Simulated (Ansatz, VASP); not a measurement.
# TiSi2: VASP beside Ansatz

The input INCAR:

```
SYSTEM = TiSi2
ALGO = Normal
EDIFF = 1E-6
ENCUT = 520
GGA = CA
ISIF = 2
ISMEAR = -1
LASPH = .True.
LCHARG = .False.
LREAL = .False.
LWAVE = .False.
NBANDS = 17
NELM = 80
PREC = Accurate
SIGMA = 0.05
```

KPOINTS

```
k-points
0
Gamma
  12 12 12
  0 0 0
```

The input POSCAR:

```
TiSi2
1.0
   -1.4529658841      1.6889902715      4.1551559811
    1.4529658841     -1.6889902715      4.1551559811
    1.4529658841      1.6889902715     -4.1551559811
Ti Si
1 2
Direct
    0.0000000000      0.0000000000      0.0000000000
    0.6700780000      0.6700780000      0.0000000000
    0.3299220000      0.3299220000      0.0000000000
```

Contents of input.yaml:

```yaml
crystal:
  lattice:
    - [-1.4529658841, 1.6889902715, 4.1551559811]
    - [1.4529658841, -1.6889902715, 4.1551559811]
    - [1.4529658841, 1.6889902715, -4.1551559811]
  atoms:
    - { symbol: Ti, position: [0.0, 0.0, 0.0] }
    - { symbol: Si, position: [0.670078, 0.670078, 0.0] }
    - { symbol: Si, position: [0.329922, 0.329922, 0.0] }
hamiltonian:
  xc: lda
  pseudopotentials: { kind: paw }
kpoints:
  mp_grid: { grid: [12, 12, 12] }
scf:
  occupations: { method: fermi_dirac, width: 0.05 }
output:
  forces: true
  stress: true
  eigenvalues: true
```

Alike in both runs: task single point; functional LDA; k mesh 12 × 12 × 12; occupations fermi-dirac, width 0.05 eV; no spin polarisation.

|  | VASP | Ansatz |
| --- | --- | --- |
| version | VASP 6.6.1 | Ansatz 0.2.0 |
| potentials or method | VASP PAW LDA potentials, release 64 (Ti_sv, Si) | Ansatz PAW |
| plane-wave cutoff (eV) | 520 | 420 |
| valence electrons in the cell | 20 | 20 |

```tsv
	VASP	Ansatz	Ansatz less VASP
gap on the k mesh at the Fermi level (eV)	none	none	-
pressure (GPa)	-0.8	-1.0	-0.19
traceless stress, the component that is largest in VASP (GPa)	-0.48	-0.49	-0.012
rms of the force components (eV/Å)	0.038	0.040	+0.0018
```

LDA's correlation is that of Perdew and Zunger in VASP and of Perdew and Wang (1992) in Ansatz. Atom by atom the forces differ by 0.002 eV/Å (rms over components). A gap of «none» marks a metal or a gap that the smearing closes.
